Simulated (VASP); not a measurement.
# NaCl (Cmcm) in VASP: single point with HSE06

Aim: the single point of NaCl with HSE06.

Program: VASP 6.6.1. These are calculated values, not measurements. Logs are shortened: lines on timing, memory, paths and dates and some standing lists are left out, and cuts for length are marked.

### 1 The cell of the first run

Symmetry: Cmcm, No. 63, orthorhombic system. The conventional cell has a = 4.839 Å, b = 8.177 Å, c = 5.569 Å, α = 90.00°, β = 90.00°, γ = 90.00°. Na (site symmetry m2m) has 5 Cl at 2.76 to 2.78 Å within 3.6 Å. Cl (site symmetry m2m) has 5 Na at 2.76 to 2.78 Å within 3.6 Å.

### 2 Single point, HSE06 (uniaxial x strain +2.5%)

The input, POSCAR:

```
NaCl
1.0
    4.8391021842      0.0000000000      0.0000000000
   -2.4195510921      4.0885711444      0.0000000000
    0.0000000000      0.0000000000      5.5694827910
Na Cl
2 2
Direct
    0.3322277494      0.6644554989     -0.0625000000
    0.6677722506      0.3355445011      0.4375000000
    0.3306778038      0.6613556076      0.4375000000
    0.6693221962      0.3386443924      0.9375000000
```

The input, INCAR.step1:

```
SYSTEM = NaCl
PREC = Accurate ; ENCUT = 520
EDIFF = 1E-5 ; ISMEAR = 0
SIGMA = 0.01 ; LREAL = .FALSE.
LASPH = .TRUE. ; NELM = 80
ALGO = Normal ; ISIF = 2
LWAVE = .TRUE. ; LCHARG = .FALSE.
NBANDS = 22 ; GGA = PE
KPAR = 4
```

The input, INCAR.step2:

```
SYSTEM = NaCl
PREC = Accurate ; ENCUT = 520
EDIFF = 1E-6 ; ISMEAR = 0
SIGMA = 0.01 ; LREAL = .FALSE.
LASPH = .TRUE. ; NELM = 80
ALGO = Normal ; ISIF = 2
LWAVE = .FALSE. ; LCHARG = .FALSE.
GGA = PE ; LHFCALC = .TRUE.
HFSCREEN = 0.2079 ; PRECFOCK = Normal
NBANDS = 22 ; ISTART = 1
KPAR = 4
```

The input, KPOINTS:

```
regular mesh
0
G
  6 6 4
  0 0 0
```

Potentials or basis: VASP PAW PBE potentials, release 64 (Na_pv, Cl).

The run is started by

```
> cat potpaw_PBE.64/Na_pv/POTCAR potpaw_PBE.64/Cl/POTCAR > POTCAR
> cp INCAR.step1 INCAR
> mpirun -np 4 vasp_std > vasp.out
> cp INCAR.step2 INCAR
> mpirun -np 4 vasp_std > vasp.out
```

OUTCAR:

```text
SYSTEM = NaCl
   PREC = Accurate
   ENCUT = 520
   EDIFF = 1E-6
   ISMEAR = 0
   LREAL = .FALSE.
   LASPH = .TRUE.
   NELM = 80
   ISIF = 2
   GGA = PE
   LHFCALC = .TRUE.
   HFSCREEN = 0.2079
   PRECFOCK = Normal
   ISTART = 1

 ion  position               nearest neighbor table
   1  0.332  0.664  0.938-
   2  0.668  0.336  0.438-
   3  0.331  0.661  0.438-
   4  0.669  0.339  0.938-

  Warning from LATTYP: Monoclinic adjustment (A1->A3, A2->A1, A3->A2)!
  LATTYP: Found a base centered orthorhombic cell.
 ALAT       =     4.8391021842
 B/A-ratio  =     1.6898056659
 C/A-ratio  =     1.1509330820

  Lattice vectors:

 A1 = (   2.4195510921,  -4.0885711444,   0.0000000000)
 A2 = (   2.4195510921,   4.0885711444,   0.0000000000)
 A3 = (   0.0000000000,   0.0000000000,   5.5694827910)

Analysis of symmetry for initial positions (statically):
=====================================================================
 Subroutine PRICEL returns:
 Original cell was already a primitive cell.

 Routine SETGRP: Setting up the symmetry group for a
 base centered orthorhombic supercell.

 Subroutine GETGRP returns: Found  8 space group operations
 (whereof  2 operations were pure point group operations)
 out of a pool of  8 trial point group operations.

The static configuration has the point symmetry C_1h.
 The point group associated with its full space group is D_2h.

Analysis of symmetry for dynamics (positions and initial velocities):
=====================================================================
 Subroutine PRICEL returns:
 Original cell was already a primitive cell.

 Routine SETGRP: Setting up the symmetry group for a
 base centered orthorhombic supercell.

 Subroutine GETGRP returns: Found  8 space group operations
 (whereof  2 operations were pure point group operations)
 out of a pool of  8 trial point group operations.

The dynamic configuration has the point symmetry C_1h.
 The point group associated with its full space group is D_2h.

 Subroutine INISYM returns: Found  8 space group operations
 (whereof  2 operations are pure point group operations),
 and found     1 'primitive' translations

----------------------------------------------------------------------------------------

                                     Primitive cell

  volume of cell :     110.1923

  direct lattice vectors                    reciprocal lattice vectors
     4.839102184  0.000000000  0.000000000     0.206649904  0.122292112  0.000000000
    -2.419551092  4.088571144  0.000000000     0.000000000  0.244584224  0.000000000
     0.000000000  0.000000000  5.569482791     0.000000000  0.000000000  0.179549886

  length of vectors
     4.839102184  4.750856922  5.569482791     0.240124017  0.244584224  0.179549886

  position of ions in fractional coordinates (direct lattice)
     0.332227749  0.664455499  0.937500000
     0.667772251  0.335544501  0.437500000
     0.330677804  0.661355608  0.437500000
     0.669322196  0.338644392  0.937500000

  ion indices of the primitive-cell ions
   primitive index   ion index
                 1           1
                 2           2
                 3           3
                 4           4

----------------------------------------------------------------------------------------

 KPOINTS: regular mesh

Automatic generation of k-mesh.
 Grid dimensions read from file:
 generate k-points for:    6    6    4

 Generating k-lattice:

  Cartesian coordinates                     Fractional coordinates (reciprocal lattice)
     0.034441651  0.020382019  0.000000000     0.166666667  0.000000000  0.000000000
     0.000000000  0.040764037  0.000000000     0.000000000  0.166666667  0.000000000
     0.000000000  0.000000000  0.044887471     0.000000000  0.000000000  0.250000000

  Length of vectors
     0.040020669  0.040764037  0.044887471

  Shift w.r.t. Gamma in fractional coordinates (k-lattice)
     0.000000000  0.000000000  0.000000000

 Subroutine IBZKPT returns following result:
 ===========================================

 Found     39 irreducible k-points:

 Following reciprocal coordinates:
            Coordinates               Weight
  0.000000  0.000000  0.000000      1.000000
  0.166667  0.000000  0.000000      4.000000
  0.333333  0.000000  0.000000      4.000000
  0.500000  0.000000  0.000000      2.000000
  0.000000  0.166667  0.000000      2.000000
  0.166667  0.166667  0.000000      4.000000
[... 16 lines left out ...]
  0.000000  0.333333  0.250000      4.000000
  0.166667  0.333333  0.250000      8.000000
 [... further k-points ...]
   k-points           NKPTS =     39   k-points in BZ     NKDIM =    144   number of bands    NBANDS=     22
   number of dos      NEDOS =    301   number of ions     NIONS =      4
   total plane-waves  NPLWV =  54432
   dimension x,y,z NGX =    36 NGY =   36 NGZ =   42
   dimension x,y,z NGXF=    72 NGYF=   72 NGZF=   84
   ions per type =               2   2
   NGX,Y,Z   is equivalent  to a cutoff of  12.37, 12.60, 12.54 a.u.
   NGXF,Y,Z  is equivalent  to a cutoff of  24.74, 25.19, 25.07 a.u.
 SYSTEM =  NaCl
   PREC   = accura    normal or accurate (medium, high low for compatibility)
   ISTART =      1    job   : 0-new  1-cont  2-samecut
   ICHARG =      0    charge: 1-file 2-atom 10-const
   ISPIN  =      1    spin polarized calculation?
   LNONCOLLINEAR =      F non collinear calculations
   LSORBIT =      F    spin-orbit coupling
   LASPH  =      T    aspherical Exc in radial PAW
   ENCUT  =  520.0 eV  38.22 Ry    6.18 a.u.   9.00  8.83 10.36*2*pi/ulx,y,z
   NELM   =     80;   NELMIN=  2; NELMDL=  0     # of ELM steps
   EDIFF  = 0.1E-05   stopping-criterion for ELM
   LREAL  =      F    real-space projection
   EDIFFG = 0.1E-04   stopping-criterion for IOM
   NSW    =      0    number of steps for IOM
   IBRION =     -1    ionic relax: 0-MD 1-quasi-New 2-CG
   NFREE  =      0    steps in history (QN), initial steepest desc. (CG)
   ISIF   =      2    stress and relaxation
   ISYM   =      3    0-nonsym 1-usesym 2-fastsym
   POTIM  = 0.5000    time-step for ionic-motion
   TEBEG  =    0.0;   TEEND  =   0.0 temperature during run
   PSTRESS=    0.0 pullay stress
   NELECT =      28.0000    total number of electrons
   NUPDOWN=      -1.0000    fix difference up-down
   EMIN   =  10.00;   EMAX   =-10.00  energy-range for DOS
   EFERMI =   0.00;   METHOD = LEGACY
   ISMEAR =     0;   SIGMA  =   0.01  broadening in eV -4-tet -1-fermi 0-gaus
   EFERMI_NEDOS =   21; number of points for ismear=-14 and -15
   IALGO  =     38    algorithm
   IMIX   =      1    mixing-type and parameters
     AMIX     =   0.40;   BMIX     =  1.00
     AMIX_MAG =   1.60;   BMIX_MAG =  1.00
  volume/ion in A,a.u.               =      27.55       185.90
  Fermi-wavevector in a.u.,A,eV,Ry     =   1.036916  1.959488 14.628926  1.075196
  Thomas-Fermi vector in A             =   2.171330
   LORBIT       =      0    0 simple, 1 ext, 2 COOP (PROOUT), +10 PAW based schemes
   GGA     = PE    functional components
   LHFCALC =     T    Hartree Fock is set to
   PRECFOCK=normal    Normal, Fast or Accurate (Low or Medium for compatibility)
   ENCUT4O =  -1.0   cutoff for four orbital integrals eV
   NKREDX  =     1    reduce k-point grid by
   NKREDY  =     1    reduce k-point grid by
   NKREDZ  =     1    reduce k-point grid by
   AEXX    =    0.2500 exact exchange contribution
   HFSCREEN=    0.2079 screening length (either q_TF or 0.3 A-1)
   HFSCREENC=   0.2079 screening length for correlation (either q_TF or 0.3 A-1)
   ENCUTFOCK=  -1.0 apply spherical cutoff to Coloumb kernel
   IVDW    =     0    specifies the selected vdW correction
   LEPSILON=     F    determine dielectric tensor
   LRPA    =     F    only Hartree local field effects (RPA)
 non-spin polarized calculation
 Gauss-broadening in eV      SIGMA  =   0.01
  energy-cutoff  :      520.00
  volume of cell :      110.19
 maximum number of plane-waves:      2995
  NGX = 28; NGY = 28; NGZ = 32

 number of electron      28.0000002 magnetization

 Free energy of the ion-electron system (eV)
  ---------------------------------------------------
  ext. energy  EPLUGINS =         0.00000000
  ---------------------------------------------------
  free energy    TOTEN  =       -15.61288647 eV

  energy without entropy =      -15.61288647  energy(sigma->0) =      -15.61288647

 E-fermi :  -2.6465     XC(G=0):  -5.9622

 val. band max:       -2.7976171428   @ k =   0.0000   0.0000   0.0000
 cond. band min:       3.2816839591   @ k =   0.0000   0.0000   0.0000
 fundamental gap:      6.0793011019
 Fermi energy:        -2.6465464647

 k-point     1 :       0.0000    0.0000    0.0000
  band No.  band energies     occupation
      1     -25.7588      2.00000
      2     -25.7567      2.00000
      3     -25.7562      2.00000
      4     -25.7519      2.00000
      5     -25.7497      2.00000
      6     -25.7389      2.00000
[... 14 lines left out ...]
     21       9.6596      0.00000
     22       9.8456      0.00000

 k-point     2 :       0.1667    0.0000    0.0000
  band No.  band energies     occupation
      1     -25.7594      2.00000
      2     -25.7578      2.00000
      3     -25.7552      2.00000
      4     -25.7525      2.00000
      5     -25.7507      2.00000
      6     -25.7399      2.00000
[... 14 lines left out ...]
     21       9.3805      0.00000
     22       9.6707      0.00000

 k-point     3 :       0.3333    0.0000    0.0000
  band No.  band energies     occupation
      1     -25.7608      2.00000
      2     -25.7596      2.00000
      3     -25.7552      2.00000
      4     -25.7524      2.00000
      5     -25.7511      2.00000
      6     -25.7423      2.00000
[... 14 lines left out ...]
     21       9.7465      0.00000
     22      10.0656      0.00000
[... 476 lines left out ...]
 k-point    23 :       0.0000    0.3333    0.2500
  band No.  band energies     occupation
      1     -25.7646      2.00000
      2     -25.7604      2.00000
      3     -25.7570      2.00000
      4     -25.7509      2.00000
      5     -25.7486      2.00000
      6     -25.7423      2.00000
[... 14 lines left out ...]
     21       9.6692      0.00000
     22      10.1866      0.00000

 k-point    24 :       0.1667    0.3333    0.2500
  band No.  band energies     occupation
      1     -25.7653      2.00000
      2     -25.7625      2.00000
      3     -25.7581      2.00000
      4     -25.7516      2.00000
      5     -25.7465      2.00000
      6     -25.7429      2.00000
[... 14 lines left out ...]
     21      10.0041      0.00000
     22      10.6484      0.00000

 [... further k-points ...]
[... 5 lines left out ...]
  --------------------------------------------------------------------------------------
  -------------------------------------------------------------------------------------
  Total       -0.1507701     -0.0726631      0.1917928      0.0000000     -0.0000000      0.0000000
  in kB       -2.1921715     -1.0565097      2.7886354      0.0000000     -0.0000000      0.0000000
  external PRESSURE =      -0.1533486 kB  Pullay stress =       0.0000000 kB

 VOLUME and BASIS-vectors are now :
 -----------------------------------------------------------------------------
  energy-cutoff  :      520.00
  volume of cell :      110.19
      direct lattice vectors                 reciprocal lattice vectors
     4.839102184  0.000000000  0.000000000     0.206649904  0.122292112  0.000000000
    -2.419551092  4.088571144  0.000000000     0.000000000  0.244584224  0.000000000
     0.000000000  0.000000000  5.569482791     0.000000000  0.000000000  0.179549886

 POSITION                                       TOTAL-FORCE (eV/Angst)
 -----------------------------------------------------------------------------------
     -0.00000      2.71667      5.22139         0.000000     -0.003293      0.000000
      2.41955      1.37190      2.43665         0.000000      0.003293      0.000000
      0.00000      2.70400      2.43665         0.000000     -0.000769      0.000000
      2.41955      1.38457      5.22139         0.000000      0.000769      0.000000
 -----------------------------------------------------------------------------------
    total drift:                                0.000000      0.000000     -0.000058

  FREE ENERGIE OF THE ION-ELECTRON SYSTEM (eV)
  ---------------------------------------------------
  free  energy   TOTEN  =       -15.6128864717 eV

  energy  without entropy=      -15.6128864717  energy(sigma->0) =      -15.61288647
```

Run time: 21 min. Hardware: 4 MPI ranks of Intel Xeon 6975P-C (Granite Rapids), shared host; peak memory 0.42 GiB.

What came out:

| Quantity | Value |
| --- | --- |
| Free energy | -15.6129 eV |
| Pressure | 0.0 GPa |
| Largest force | 0.003 eV/Å |
| Band gap on the k mesh | 6.08 eV |

Forces in eV/Å, atoms in the order of the input:
```
Na   0.000 -0.003  0.000
Na   0.000  0.003  0.000
Cl   0.000 -0.001  0.000
Cl   0.000  0.001  0.000
```

Stress tensor (GPa, compression positive):
```
-0.22  0.00  0.00
 0.00 -0.11  0.00
 0.00  0.00  0.28
```

Caveat: the cell differs from its parent crystal (uniaxial x strain +2.5%); the structure was generated, so it needn't be the stable form of NaCl; the PAW data sets were made with another functional, which shifts forces and pressure a little. A k mesh can miss the band edges.
